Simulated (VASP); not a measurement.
Os: single point with PBE

The system is Os.

```
CELL_PARAMETERS angstrom
0.00000 2.20497 2.20497
2.20497 0.00000 2.20497
2.20497 2.20497 0.00000
ATOMIC_POSITIONS crystal
Os 0.87500 0.87500 0.87500
Os 0.12500 0.12500 0.12500
```

This isn't the form of Os at room conditions, which is hcp.

- Program: VASP 6.6.1
- Task: single point
- Functional: PBE
- Potentials or basis: VASP PAW PBE potentials, release 64 (Os)
- Cutoff: 520 eV
- k mesh: 13 × 13 × 13
- Occupations: fermi-dirac, width 0.08 eV
- Spin: no spin polarisation

| Property | Result |
| --- | --- |
| Pressure | 569.7 GPa |
| Band gap on the k mesh | zero (bands 8 and 9 overlap by 3.11 eV) |

Levels at points of the mesh, in eV from the Fermi level:
| k point | band 5 | band 6 | band 7 | band 8 | band 9 | band 10 | band 11 | band 12 |
| --- | --- | --- | --- | --- | --- | --- | --- | --- |
| (0.00, 0.00, 0.00) | -6.62 | -6.62 | -0.98 | -0.98 | -0.98 | 7.05 | 7.05 | 11.72 |

Run time: 10 s on 1 thread of Intel(R) Xeon(R) 6975P-C (Granite Rapids) (shared host), peak memory 0.15 GiB.

Caveat: atoms lie so close that the PAW spheres overlap strongly, which falsifies energies and pressures; the cell stands under pressure; spin-orbit coupling is left out, which moves the levels of the heavy elements.
